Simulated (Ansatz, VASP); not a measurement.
## GaCo3Pb: VASP beside Ansatz

File INCAR:

```
ALGO = Fast ; EDIFF = 1E-6
ENCUT = 520 ; GGA = PE
ISIF = 2 ; ISMEAR = 0
ISPIN = 2 ; LASPH = True
LCHARG = True ; LELF = True
LMAXMIX = 4 ; LORBIT = 11
LREAL = False ; LVHAR = True
LWAVE = False ; MAGMOM = 0 3 3 3 0
NBANDS = 39 ; NELM = 150
PREC = Accurate ; SIGMA = 0.1
```

The input KPOINTS:

```
k-points
0
Gamma
  4 4 4
```

Contents of POSCAR:

```
GaCo3Pb
1.0
    4.2063572436      0.0000000000      0.0000000000
    0.0000000000      4.2063572436      0.0000000000
    0.0000000000      0.0000000000      4.2063572436
Ga Co Pb
1 3 1
Direct
    0.0000000000      0.0000000000      0.0000000000
    0.0000000000      0.5000000000      0.5000000000
    0.5000000000      0.0000000000      0.5000000000
    0.5000000000      0.5000000000      0.0000000000
    0.5000000000      0.5000000000      0.5000000000
```

Input for Ansatz:

```yaml
crystal:
  lattice:
    - [4.2063572436, 0.0, 0.0]
    - [0.0, 4.2063572436, 0.0]
    - [0.0, 0.0, 4.2063572436]
  atoms:
    - { symbol: Ga, position: [0.0, 0.0, 0.0] }
    - { symbol: Co, position: [0.0, 0.5, 0.5], spin: 3.0 }
    - { symbol: Co, position: [0.5, 0.0, 0.5], spin: 3.0 }
    - { symbol: Co, position: [0.5, 0.5, 0.0], spin: 3.0 }
    - { symbol: Pb, position: [0.5, 0.5, 0.5] }
basis:
  ecutwfc: 420
kpoints:
  mp_grid: { grid: [4, 4, 4] }
hamiltonian:
  xc: pbe
scf:
  occupations: { method: gaussian, width: 0.1 }
  lower_state_search: "off"
output:
  forces: true
  stress: true
  eigenvalues: true
  populations: true
magnetization:
  spin_polarized: true
```

Alike in both runs: task single point; functional PBE; k mesh 4 × 4 × 4; occupations gaussian, width 0.1 eV; collinear spin.

|  | VASP | Ansatz |
| --- | --- | --- |
| version | VASP 6.6.1 | Ansatz 0.2.0 |
| potentials or method | VASP PAW PBE potentials, release 64 (Ga_d, Co, Pb_d), cutoff 520 eV | scalar-relativistic, plane waves, PAW |
| valence electrons in the cell | 54 | 78 |

```tsv
	VASP	Ansatz	Ansatz less VASP
gap on the k mesh at the Fermi level (eV)	none	none	-
net moment per atom (μB)	0.46	0.46	+0.001
size of the moment on the site where the two differ most (μB)	0.05	0.01	-0.045
```

Site moments also hang on the region over which each program counts them. A gap of «none» marks a metal or a gap that the smearing closes. The functional is the same, so the differences come from potentials, cutoffs and numerics. VASP's potentials hold 54 valence electrons a cell and Ansatz's 78, so a difference there can come from the potentials and not from the codes.

The k mesh is coarse, so the values compare programs but aren't converged. Spin-orbit coupling is off throughout.
